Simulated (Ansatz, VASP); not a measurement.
## HgTe in VASP and in Ansatz

The input INCAR:

```
  PREC = Accurate
  ENCUT = 520
  EDIFF = 1E-6
  ISMEAR = -1
  SIGMA = 0.03
  LREAL = F
  LASPH = T
  NELM = 100
  ALGO = Normal
  ISIF = 2
  LWAVE = F
  LCHARG = F
  GGA = PE
  NBANDS = 16
```

KPOINTS

```
regular mesh
0
Gamma
  11 11 11
```

Contents of POSCAR:

```
HgTe
1.0
    0.0000000000      3.1964104840      3.1964104840
    3.1964104840      0.0000000000      3.1964104840
    3.1964104840      3.1964104840      0.0000000000
Hg Te
1 1
Direct
    0.0000000000      0.0000000000      0.0000000000
    0.7500000000      0.7500000000      0.7500000000
```

Input for Ansatz:

```yaml
crystal:
  lattice:
    - [0.0, 3.196410484, 3.196410484]
    - [3.196410484, 0.0, 3.196410484]
    - [3.196410484, 3.196410484, 0.0]
  atoms:
    - { symbol: Hg, position: [0.0, 0.0, 0.0] }
    - { symbol: Te, position: [0.75, 0.75, 0.75] }
kpoints:
  mp_grid: { grid: [11, 11, 11] }
scf:
  occupations: { method: fermi_dirac, width: 0.03 }
hamiltonian:
  xc: pbe
  pseudopotentials: { kind: all_electron, lapw: { basis_error: 0.0005 } }
output:
  forces: true
  stress: true
  eigenvalues: true
```

Change from the starting cell: volume scaled by 0.975.

Alike in both runs: task single point; functional PBE; k mesh 11 × 11 × 11; occupations fermi-dirac, width 0.03 eV; no spin polarisation.

|  | VASP | Ansatz |
| --- | --- | --- |
| version | VASP 6.6.1 | Ansatz 0.2.0 |
| potentials or method | VASP PAW PBE potentials, release 64 (Hg, Te), cutoff 520 eV | all-electron LAPW, scalar-relativistic |

```csv
,VASP,Ansatz,Ansatz less VASP
pressure (GPa),5.6,5.5,-0.08
```

Ansatz ran all-electron here, and VASP with PAW potentials.

Neither program's run includes spin-orbit coupling.
